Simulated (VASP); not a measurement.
Here is a VASP 6.6.1 calculation.

File POSCAR:

```
HfB
1.0
    0.0000000000      2.2628439111      2.2628439111
    2.2628439111      0.0000000000      2.2628439111
    2.2628439111      2.2628439111      0.0000000000
Hf B
1 1
Direct
    0.5000000000      0.5000000000      0.5000000000
    0.0000000000      0.0000000000      0.0000000000
```

INCAR.step1

```
PREC = Accurate ; ENCUT = 520
EDIFF = 1E-5 ; ISMEAR = -1
SIGMA = 0.05 ; LREAL = F
LASPH = T ; NELM = 100
ALGO = Normal ; ISIF = 2
LWAVE = T ; LCHARG = F
GGA = PE ; NBANDS = 14
```

INCAR.step2

```
PREC = Accurate ; ENCUT = 520
EDIFF = 1E-6 ; ISMEAR = -1
SIGMA = 0.05 ; LREAL = F
LASPH = T ; NELM = 100
ALGO = Normal ; ISIF = 2
LWAVE = F ; LCHARG = F
GGA = PE ; LHFCALC = T
HFSCREEN = 0.2079 ; PRECFOCK = Normal
ISTART = 1 ; NBANDS = 14
```

KPOINTS

```
Automatic mesh
0
Gamma
  6 6 6
```

Potentials or basis: VASP PAW PBE potentials, release 64 (Hf_pv, B).

Run with:

```sh
$ cat potpaw_PBE.64/Hf_pv/POTCAR potpaw_PBE.64/B/POTCAR > POTCAR
$ cp INCAR.step1 INCAR
$ mpirun -np 1 vasp_std > vasp.out
$ cp INCAR.step2 INCAR
$ mpirun -np 1 vasp_std > vasp.out
```

Problem. What does it give for the pressure?

Solution. 47.5 GPa.

Caveat: the k points lie up to 0.40 Å⁻¹ apart; the PAW data sets were made with another functional, which shifts forces and pressure a little.
